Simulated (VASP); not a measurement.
Write the native input for VASP 6.6.1 that does the following.

```
Task                   : single point
Functional             : PBE
Potentials or basis    : VASP PAW PBE potentials, release 64 (Ti_sv, Si, Mo_sv)
Cutoff                 : 520 eV
k mesh                 : 6 × 6 × 6
Occupations            : gaussian, width 0.2 eV
Spin                   : no spin polarisation
Dipole correction      : no
Further INCAR settings : ALGO = Normal; EDIFF = 1e-06; NBANDS = 35
```

The structure of TiSi6Mo lies in POSCAR:

```
TiSi6Mo
1.0
    0.0002458593      3.4400657853      0.0003217560
    3.9050748483     -0.0000453945      0.0184423204
   -0.0402763980     -1.7208130990     -8.7287540332
Ti Si Mo
1 6 1
Direct
    0.0772771549      0.0010707325      0.1545669797
    0.6886177086      0.0397979183      0.3771218677
    0.8246821570     -0.0143962045      0.6494700835
    0.3133610796      0.4370798708      0.6268612822
    0.1807402179      0.5186197210      0.3613285514
    0.4540228196      1.0048543853      0.9080467357
    0.5418115934      0.5015028589      0.0836421666
    0.9194872689      0.5114707177      0.8389623330
```

One way to write it, as run:

INCAR

```
PREC     = Accurate       # precision mode
ENCUT    = 520            # plane-wave cutoff, eV
EDIFF    = 1E-6           # SCF threshold, eV
ISMEAR   = 0              # smearing method
SIGMA    = 0.2            # smearing width, eV
LREAL    = F              # projectors in reciprocal space
LASPH    = T              # aspherical terms in the spheres
NELM     = 80             # most SCF steps
ALGO     = Normal         # electronic algorithm
ISIF     = 2              # what is computed and relaxed
LWAVE    = F              # write WAVECAR
LCHARG   = F              # write CHGCAR
GGA      = PE             # functional
NBANDS   = 35             # bands
```

KPOINTS

```
regular mesh
0
Gamma
  6 6 6
```

Potentials or basis: VASP PAW PBE potentials, release 64 (Ti_sv, Si, Mo_sv).

The run is started by

```bash
$ cat potpaw_PBE.64/Ti_sv/POTCAR potpaw_PBE.64/Si/POTCAR potpaw_PBE.64/Mo_sv/POTCAR > POTCAR
$ mpirun -np 1 vasp_std > vasp.out
```

Results of the run:

* Pressure: 0.0 GPa
* Largest force: 0.019 eV/Å
* Band gap on the k mesh: zero (bands 25 and 26 overlap by 0.77 eV)

Run time: 3.9 min on 1 thread of Intel(R) Xeon(R) 6975P-C (Granite Rapids) (shared host), peak memory 0.53 GiB.
